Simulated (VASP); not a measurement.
# Ir (Im-3m) in VASP: a series of runs, part 2 of 3

VASP 6.6.1. Earlier steps stand in the parts before.

### Step 3. Single point, PBE

This run uses another cell than the first one, of 15.68 Å³/atom, 1.020 times its volume.

Contents of INCAR:

```
ALGO = Normal
EDIFF = 1E-7
ENCUT = 520
GGA = PE
ISIF = 2
ISMEAR = -1
LASPH = True
LCHARG = True
LELF = True
LREAL = False
LVHAR = True
LWAVE = False
NBANDS = 10
NELM = 100
PREC = Accurate
SIGMA = 0.06122561905347299
```

Contents of KPOINTS:

```
k-points
0
Gamma
  49 49 49
```

Contents of POSCAR:

```
Ir
1.0
   -1.5765879475      1.5765879475      1.5765879475
    1.5765879475     -1.5765879475      1.5765879475
    1.5765879475      1.5765879475     -1.5765879475
Ir
1
Direct
    0.0000000000      0.0000000000      0.0000000000
```

Potentials or basis: VASP PAW PBE potentials, release 64 (Ir).

On the command line:

```console
> cat potpaw_PBE.64/Ir/POTCAR > POTCAR
> mpirun -np 1 vasp_std > vasp.out
```

OUTCAR:

```text
EDIFF = 1E-7
   ENCUT = 520
   GGA = PE
   ISIF = 2
   ISMEAR = -1
   LASPH = True
   LREAL = False
   NELM = 100
   PREC = Accurate

 ion  position               nearest neighbor table
   1  0.000  0.000  0.000-

  LATTYP: Found a body centered cubic cell.
 ALAT       =     3.1531758950

  Lattice vectors:

 A1 = (  -1.5765879475,   1.5765879475,   1.5765879475)
 A2 = (   1.5765879475,  -1.5765879475,   1.5765879475)
 A3 = (   1.5765879475,   1.5765879475,  -1.5765879475)

Analysis of symmetry for initial positions (statically):
=====================================================================
 Subroutine PRICEL returns:
 Original cell was already a primitive cell.

 Routine SETGRP: Setting up the symmetry group for a
 body centered cubic supercell.

 Subroutine GETGRP returns: Found 48 space group operations
[... 9 lines left out ...]

 Routine SETGRP: Setting up the symmetry group for a
 body centered cubic supercell.

 Subroutine GETGRP returns: Found 48 space group operations
[... 11 lines left out ...]
                                     Primitive cell

  volume of cell :      15.6753

  direct lattice vectors                    reciprocal lattice vectors
    -1.576587947  1.576587947  1.576587947     0.000000000  0.317140570  0.317140570
     1.576587947 -1.576587947  1.576587947     0.317140570  0.000000000  0.317140570
     1.576587947  1.576587947 -1.576587947     0.317140570  0.317140570  0.000000000

  length of vectors
     2.730730428  2.730730428  2.730730428     0.448504495  0.448504495  0.448504495

  position of ions in fractional coordinates (direct lattice)
     0.000000000  0.000000000  0.000000000

  ion indices of the primitive-cell ions
   primitive index   ion index
                 1           1

----------------------------------------------------------------------------------------

 KPOINTS: k-points

Automatic generation of k-mesh.
 Grid dimensions read from file:
 generate k-points for:   49   49   49

 Generating k-lattice:

  Cartesian coordinates                     Fractional coordinates (reciprocal lattice)
     0.000000000  0.006472257  0.006472257     0.020408163  0.000000000  0.000000000
     0.006472257  0.000000000  0.006472257     0.000000000  0.020408163  0.000000000
     0.006472257  0.006472257  0.000000000     0.000000000  0.000000000  0.020408163

  Length of vectors
     0.009153153  0.009153153  0.009153153

  Shift w.r.t. Gamma in fractional coordinates (k-lattice)
     0.000000000  0.000000000  0.000000000

 Subroutine IBZKPT returns following result:
 ===========================================

 Found   2925 irreducible k-points:

 Following reciprocal coordinates:
            Coordinates               Weight
  0.000000  0.000000  0.000000      1.000000
  0.020408  0.000000  0.000000     12.000000
  0.040816  0.000000  0.000000     12.000000
  0.061224  0.000000  0.000000     12.000000
  0.081633  0.000000  0.000000     12.000000
  0.102041  0.000000  0.000000     12.000000
[... 16 lines left out ...]
  0.448980  0.000000  0.000000     12.000000
  0.469388  0.000000  0.000000     12.000000
 [... further k-points ...]
   k-points           NKPTS =   2925   k-points in BZ     NKDIM =   2925   number of bands    NBANDS=     10
   number of dos      NEDOS =    301   number of ions     NIONS =      1
   total plane-waves  NPLWV =   8000
   dimension x,y,z NGX =    20 NGY =   20 NGZ =   20
   dimension x,y,z NGXF=    40 NGYF=   40 NGZF=   40
   ions per type =               1
   NGX,Y,Z   is equivalent  to a cutoff of  12.18, 12.18, 12.18 a.u.
   NGXF,Y,Z  is equivalent  to a cutoff of  24.35, 24.35, 24.35 a.u.
 SYSTEM =  unknown system
   PREC   = accura    normal or accurate (medium, high low for compatibility)
   ISTART =      0    job   : 0-new  1-cont  2-samecut
   ICHARG =      2    charge: 1-file 2-atom 10-const
   ISPIN  =      1    spin polarized calculation?
   LNONCOLLINEAR =      F non collinear calculations
   LSORBIT =      F    spin-orbit coupling
   LASPH  =      T    aspherical Exc in radial PAW
   ENCUT  =  520.0 eV  38.22 Ry    6.18 a.u.   5.08  5.08  5.08*2*pi/ulx,y,z
   NELM   =    100;   NELMIN=  2; NELMDL= -5     # of ELM steps
   EDIFF  = 0.1E-06   stopping-criterion for ELM
   LREAL  =      F    real-space projection
   EDIFFG = 0.1E-05   stopping-criterion for IOM
   NSW    =      0    number of steps for IOM
   IBRION =     -1    ionic relax: 0-MD 1-quasi-New 2-CG
   NFREE  =      0    steps in history (QN), initial steepest desc. (CG)
   ISIF   =      2    stress and relaxation
   ISYM   =      2    0-nonsym 1-usesym 2-fastsym
   POTIM  = 0.5000    time-step for ionic-motion
   TEBEG  =    0.0;   TEEND  =   0.0 temperature during run
   PSTRESS=    0.0 pullay stress
   NELECT =       9.0000    total number of electrons
   NUPDOWN=      -1.0000    fix difference up-down
   EMIN   =  10.00;   EMAX   =-10.00  energy-range for DOS
   EFERMI =   0.00;   METHOD = LEGACY
   ISMEAR =    -1;   SIGMA  =   0.06  broadening in eV -4-tet -1-fermi 0-gaus
   EFERMI_NEDOS =   21; number of points for ismear=-14 and -15
   IALGO  =     38    algorithm
   IMIX   =      4    mixing-type and parameters
     AMIX     =   0.40;   BMIX     =  1.00
     AMIX_MAG =   1.60;   BMIX_MAG =  1.00
  volume/ion in A,a.u.               =      15.68       105.78
  Fermi-wavevector in a.u.,A,eV,Ry     =   1.360664  2.571282 25.189904  1.851406
  Thomas-Fermi vector in A             =   2.487306
   LORBIT       =      0    0 simple, 1 ext, 2 COOP (PROOUT), +10 PAW based schemes
   GGA     = PE    functional components
   LHFCALC =     F    Hartree Fock is set to
   AEXX    =    0.0000 exact exchange contribution
   IVDW    =     0    specifies the selected vdW correction
   LEPSILON=     F    determine dielectric tensor
   LRPA    =     F    only Hartree local field effects (RPA)
 non-spin polarized calculation
  energy-cutoff  :      520.00
  volume of cell :       15.68
 maximum number of plane-waves:       436
   NGX = 11   NGY = 11   NGZ = 11

 number of electron       8.9999999 magnetization

 Free energy of the ion-electron system (eV)
  ---------------------------------------------------
  ext. energy  EPLUGINS =         0.00000000
  ---------------------------------------------------
  free energy    TOTEN  =        -8.20917990 eV

  energy without entropy =       -8.17410406  energy(sigma->0) =       -8.19164198

 E-fermi :   8.5005     XC(G=0): -13.3652

 val. band max:        8.5005252285   @ k =   0.2857   0.2857   0.0408
 cond. band min:       8.5005946465   @ k =   0.2857   0.2653   0.1633
 fundamental gap:      0.0000694180
 Fermi energy:         8.5005388742

 k-point     1 :       0.0000    0.0000    0.0000
  band No.  band energies     occupation
      1      -1.3230      2.00000
      2       5.3106      2.00000
      3       5.3106      2.00000
      4       5.3106      2.00000
      5       8.0475      1.99878
      6       8.0475      1.99878
      7      25.4099      0.00000
      8      25.4099      0.00000
      9      25.4099      0.00000
     10      35.4024      0.00000

 k-point     2 :       0.0204    0.0000    0.0000
  band No.  band energies     occupation
      1      -1.3053      2.00000
      2       5.3027      2.00000
      3       5.3103      2.00000
      4       5.3257      2.00000
      5       8.0364      1.99898
      6       8.0480      1.99877
      7      25.4203      0.00000
      8      25.4310      0.00000
      9      25.4370      0.00000
     10      35.1164      0.00000

 k-point     3 :       0.0408    0.0000    0.0000
  band No.  band energies     occupation
      1      -1.2521      2.00000
      2       5.2792      2.00000
      3       5.3095      2.00000
      4       5.3712      2.00000
      5       8.0041      1.99940
      6       8.0496      1.99874
      7      25.4500      0.00000
      8      25.4917      0.00000
      9      25.5183      0.00000
     10      34.3715      0.00000
[... 248 lines left out ...]
 k-point    23 :       0.4490    0.0000    0.0000
  band No.  band energies     occupation
      1       1.7752      2.00000
      2       3.7199      2.00000
      3       7.6973      2.00000
      4       8.3114      1.91292
      5       8.4441      1.43110
      6      10.2802      0.00000
      7      16.2844      0.00000
      8      21.6684      0.00000
      9      25.0043      0.00000
     10      32.8803      0.00000

 k-point    24 :       0.4694    0.0000    0.0000
  band No.  band energies     occupation
      1       1.7701      2.00000
      2       3.6971      2.00000
      3       7.8164      1.99997
      4       8.4562      1.34673
      5       8.4753      1.20361
      6      10.4091      0.00000
      7      15.9152      0.00000
      8      21.5740      0.00000
      9      24.7894      0.00000
     10      32.8518      0.00000

 [... further k-points ...]
[... 5 lines left out ...]
  --------------------------------------------------------------------------------------
  -------------------------------------------------------------------------------------
  Total       -1.0681447     -1.0681447     -1.0681447     -0.0000000      0.0000000      0.0000000
  in kB     -109.1757239   -109.1757239   -109.1757239     -0.0000000      0.0000000      0.0000000
  external PRESSURE =    -109.1757239 kB  Pullay stress =       0.0000000 kB

 VOLUME and BASIS-vectors are now :
 -----------------------------------------------------------------------------
  energy-cutoff  :      520.00
  volume of cell :       15.68
      direct lattice vectors                 reciprocal lattice vectors
    -1.576587947  1.576587947  1.576587947     0.000000000  0.317140570  0.317140570
     1.576587947 -1.576587947  1.576587947     0.317140570  0.000000000  0.317140570
     1.576587947  1.576587947 -1.576587947     0.317140570  0.317140570  0.000000000

 POSITION                                       TOTAL-FORCE (eV/Angst)
 -----------------------------------------------------------------------------------
      0.00000      0.00000      0.00000         0.000000      0.000000     -0.000000
 -----------------------------------------------------------------------------------
    total drift:                                0.000000     -0.000000      0.000000

  FREE ENERGIE OF THE ION-ELECTRON SYSTEM (eV)
  ---------------------------------------------------
  free  energy   TOTEN  =        -8.2091799042 eV

  energy  without entropy=       -8.1741040620  energy(sigma->0) =       -8.19164198
```

OSZICAR:

```text
N       E                     dE             d eps       ncg     rms          rms(c)
DAV:   1     0.471571278253E+02    0.47157E+02   -0.42973E+03 58942   0.806E+02
DAV:   2    -0.774242581182E+01   -0.54900E+02   -0.52352E+02 59706   0.190E+02
DAV:   3    -0.868455555795E+01   -0.94213E+00   -0.93359E+00 67686   0.303E+01
DAV:   4    -0.869344527596E+01   -0.88897E-02   -0.88872E-02 66578   0.278E+00
DAV:   5    -0.869363031863E+01   -0.18504E-03   -0.18504E-03 67036   0.390E-01    0.122E+01
DAV:   6    -0.827563728908E+01    0.41799E+00   -0.85313E-01 65424   0.109E+01    0.531E+00
DAV:   7    -0.821371582691E+01    0.61921E-01   -0.22450E-01 67390   0.503E+00    0.176E+00
DAV:   8    -0.820999658057E+01    0.37192E-02   -0.84460E-03 64382   0.129E+00    0.760E-01
DAV:   9    -0.820917224646E+01    0.82433E-03   -0.52521E-04 64638   0.334E-01    0.164E-02
DAV:  10    -0.820917897890E+01   -0.67324E-05   -0.44492E-06 69242   0.182E-02    0.473E-03
DAV:  11    -0.820917996397E+01   -0.98507E-06   -0.39830E-07 66046   0.704E-03    0.279E-04
DAV:  12    -0.820917990417E+01    0.59794E-07   -0.43832E-09 34758   0.623E-04
   1 F= -.82091799E+01 E0= -.81916420E+01  d E =-.350758E-01
```

stdout:

```text
POSCAR found type information on POSCAR Ir
 POSCAR found :  1 types and       1 ions
 scaLAPACK will be used
 LDA part: xc-table for (Slater+PW92), standard interpolation
 POSCAR, INCAR and KPOINTS ok, starting setup
 FFT: planning ... GRIDC
 FFT: planning ... GRID_SOFT
 FFT: planning ... GRID
 WAVECAR not read
 entering main loop
```

Wall time 2 min (1 thread of Intel Xeon 6975P-C (Granite Rapids), shared host); peak memory 0.56 GiB.

Results:

```yaml
Free_energy: -8.2092 eV
Pressure: -10.9 GPa
```

Caveat: spin-orbit coupling is left out, which moves the levels of the heavy elements.

### Step 4. Single point, PBE

This run uses another cell than the first one, of 14.17 Å³/atom, 0.922 times its volume.

Contents of INCAR:

```
SYSTEM = Ir
ALGO = Normal ; EDIFF = 1E-7
ENCUT = 520 ; GGA = PE
ISIF = 2 ; ISMEAR = -1
LASPH = .True. ; LCHARG = .False.
LREAL = .False. ; LWAVE = .False.
NBANDS = 10 ; NELM = 100
PREC = Accurate ; SIGMA = 0.06122561905347299
```

Contents of KPOINTS:

```
k-points
0
Gamma
  49 49 49
  0 0 0
```

Contents of POSCAR:

```
Ir
1.0
   -1.5243441917      1.5243441917      1.5243441917
    1.5243441917     -1.5243441917      1.5243441917
    1.5243441917      1.5243441917     -1.5243441917
Ir
1
Direct
    0.0000000000      0.0000000000      0.0000000000
```

On the command line:

```console
> cat potpaw_PBE.64/Ir/POTCAR > POTCAR
> mpirun -np 1 vasp_std > vasp.out
```

Run time: 7.4 min. Hardware: 1 thread of Oxide Virtual Turin-like, shared host; peak memory 0.48 GiB.

Results (log left out):

| Item | Value |
| --- | --- |
| Free energy | -8.1704 eV |
| Pressure | 22.4 GPa |

Levels at points of the mesh, in eV from the Fermi level:
```csv
k point,band 1,band 2,band 3,band 4,band 5,band 6,band 7,band 8
"(0.00, 0.00, 0.00)",-10.85,-3.73,-3.73,-3.73,-0.57,-0.57,16.95,16.95
```

Caveat: spin-orbit coupling is left out, which moves the levels of the heavy elements.

(Continued in part 3 of 3.)
